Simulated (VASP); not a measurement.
Set up this calculation in VASP 6.6.1, as the native input.

```yaml
Task: single point
Functional: PBEsol
Potentials_or_basis: VASP PAW PBE potentials, release 64 (As)
Cutoff: 520 eV
k_mesh: 18 × 18 × 18
Occupations: gaussian, width 0.15 eV
Spin: no spin polarisation
Dipole_correction: no
Further_INCAR_settings: ALGO = Normal; EDIFF = 1e-06; NBANDS = 12
```

The structure of As lies in POSCAR:

```
As
1.0
    1.9267431939      1.1124057017      3.4857700000
   -1.9267431939      1.1124057017      3.4857700000
    0.0000000000     -2.2248114034      3.4857700000
As
2
Direct
    0.2275400000      0.2275400000      0.2275400000
    0.7724600000      0.7724600000      0.7724600000
```

This cell differs from its parent crystal: strain +0.0250 x Voigt [1, 1, 0, 0, 0, 0].

The input as run:

INCAR

```
SYSTEM = As
ALGO = Normal ; EDIFF = 1E-6
ENCUT = 520 ; GGA = PS
ISIF = 2 ; ISMEAR = 0
LASPH = .True. ; LCHARG = .False.
LREAL = .False. ; LWAVE = .False.
NBANDS = 12 ; NELM = 100
PREC = Accurate ; SIGMA = 0.15
```

KPOINTS

```
k-points
0
Gamma
  18 18 18
  0 0 0
```

Potentials or basis: VASP PAW PBE potentials, release 64 (As).

Run with:

```bash
$ cat potpaw_PBE.64/As/POTCAR > POTCAR
$ mpirun -np 1 vasp_std > vasp.out
```

Results of the run:

* Pressure: -3.4 GPa
* Largest force: 0.020 eV/Å
* Band gap on the k mesh: zero (band 5 reaches 4.89 eV, above the bottom of band 6 at 4.53 eV)

Caveat: the cell differs from its parent crystal (strain +0.0250 x Voigt [1, 1, 0, 0, 0, 0]); the PAW data sets were made with another functional, which shifts forces and pressure a little.

Wall time 72 s on 1 thread of Intel(R) Xeon(R) 6975P-C (Granite Rapids) (shared host), peak memory 0.38 GiB.
